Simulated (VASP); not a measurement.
Here is a VASP 6.6.1 calculation.

INCAR

```
PREC = Accurate
ENCUT = 520
EDIFF = 1E-6
ISMEAR = -1
SIGMA = 0.06122561905347299
LREAL = F
LASPH = T
NELM = 60
ALGO = Normal
ISIF = 2
LWAVE = F
LCHARG = T
GGA = PE
LELF = T
LVHAR = T
NBANDS = 18
```

The input KPOINTS:

```
Automatic mesh
0
Gamma
  10 10 10
```

POSCAR

```
Sc
1.0
    0.0000000000      3.2311015678      3.2311015678
    3.2311015678      0.0000000000      3.2311015678
    3.2311015678      3.2311015678      0.0000000000
Sc
2
Direct
    0.0000000000      0.0000000000      0.0000000000
    0.2500000000      0.2500000000      0.2500000000
```

Potentials or basis: VASP PAW PBE potentials, release 64 (Sc_sv).

The run is started by

```bash
$ cat potpaw_PBE.64/Sc_sv/POTCAR > POTCAR
$ mpirun -np 1 vasp_std > vasp.out
```

Task: Predict the band gap on the k mesh.

Result: Zero (bands 11 and 12 overlap by 0.56 eV).

Task: Predict the pressure.

Result: 0.2 GPa.
